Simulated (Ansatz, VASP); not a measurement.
## Two plane-wave programs on Si2W

INCAR

```
PREC = Accurate
ENCUT = 520
EDIFF = 1E-8
ISMEAR = -1
SIGMA = 0.05
LREAL = False
LASPH = True
NELM = 100
ALGO = Normal
ISIF = 2
LWAVE = False
LCHARG = False
LEFG = True
NBANDS = 18
```

File KPOINTS:

```
regular mesh
0
Gamma
  11 11 14
```

POSCAR

```
Si2W
1.0
   -1.6614600000      1.5826600000      3.9400000000
    1.5826600000     -1.6614600000      3.9400000000
    1.6293400000      1.6293400000     -3.9721200000
Si W
2 1
Direct
    0.3330000000      0.3330000000      0.0000000000
    0.6670000000      0.6670000000      0.0000000000
    0.0000000000      0.0000000000      0.0000000000
```

Input for Ansatz:

```yaml
crystal:
  lattice:
    - [-1.66146, 1.58266, 3.94]
    - [1.58266, -1.66146, 3.94]
    - [1.62934, 1.62934, -3.97212]
  atoms:
    - { symbol: Si, position: [0.333, 0.333, 0.0] }
    - { symbol: Si, position: [0.667, 0.667, 0.0] }
    - { symbol: W, position: [0.0, 0.0, 0.0] }
kpoints:
  mp_grid: { grid: [11, 11, 14] }
scf:
  occupations: { method: fermi_dirac, width: 0.05 }
hamiltonian:
  xc: lda
  pseudopotentials: { kind: paw }
output:
  forces: true
  stress: true
  eigenvalues: true
  efg: { contact_densities: true }
  write_density: true
  write_potential: true
  elf: true
  volumetric_format: npy
```

Change from the starting cell: equal xy, yz and zx shear strains of -2 %, PAW files.

Alike in both runs: task electric field gradients; functional LDA; k mesh 11 × 11 × 14; occupations fermi-dirac, width 0.05 eV; no spin polarisation.

|  | VASP | Ansatz |
| --- | --- | --- |
| version | VASP 6.6.1 | Ansatz 0.2.0 |
| potentials or method | VASP PAW LDA potentials, release 64 (Si, W_sv) | PAW with Ansatz's default frozen-core files, scalar-relativistic |
| plane-wave cutoff (eV) | 520 | 420 |
| valence electrons in the cell | 22 | 22 |

|  | VASP | Ansatz | Ansatz less VASP |
| --- | --- | --- | --- |
| pressure (GPa) | -6.2 | -6.9 | -0.72 |
| traceless stress, the component that is largest in VASP (GPa) | 4.17 | 4.15 | -0.019 |
| rms of the force components (eV/Å) | 0.142 | 0.147 | +0.0054 |
| size of Vzz on the site where it differs most (V/Å²) | 138.1 | 159.8 | +21.66 |

LDA's correlation is that of Perdew and Zunger in VASP and of Perdew and Wang (1992) in Ansatz. Atom by atom the forces differ by 0.006 eV/Å (rms over components).

Spin-orbit coupling is off throughout.
